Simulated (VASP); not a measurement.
W, 1 atom in the cell. It takes space group Fm-3m (No. 225, cubic). Conventional cell: a = 3.748 Å, b = 3.748 Å, c = 3.748 Å, α = 90.00°, β = 90.00°, γ = 90.00°. Within 3.5 Å of W (site symmetry m-3m) lie 12 W at 2.65 Å. 

* Program: VASP 6.6.1
* Task: single point
* Functional: PBE
* Potentials or basis: VASP PAW PBE potentials, release 64 (W_sv)
* Cutoff: 520 eV
* k mesh: 18 × 18 × 18
* Occupations: fermi-dirac, width 0.08 eV
* Spin: no spin polarisation
* Dipole correction: no
* Further INCAR settings: ALGO = Normal; EDIFF = 1e-07; NBANDS = 13

Potentials or basis: VASP PAW PBE potentials, release 64 (W_sv).

Run with:

```console
$ cat potpaw_PBE.64/W_sv/POTCAR > POTCAR
$ mpirun -np 1 vasp_std > vasp.out
```

Hardware: 1 thread of Intel Xeon 6975P-C (shared host).

**Question.** Estimate the wall time of this run.

**Answer.** It took 19 s on 1 thread of Intel Xeon 6975P-C, with other jobs on the host, peak memory 0.15 GiB. Counts: scf iterations 11, k points 195.
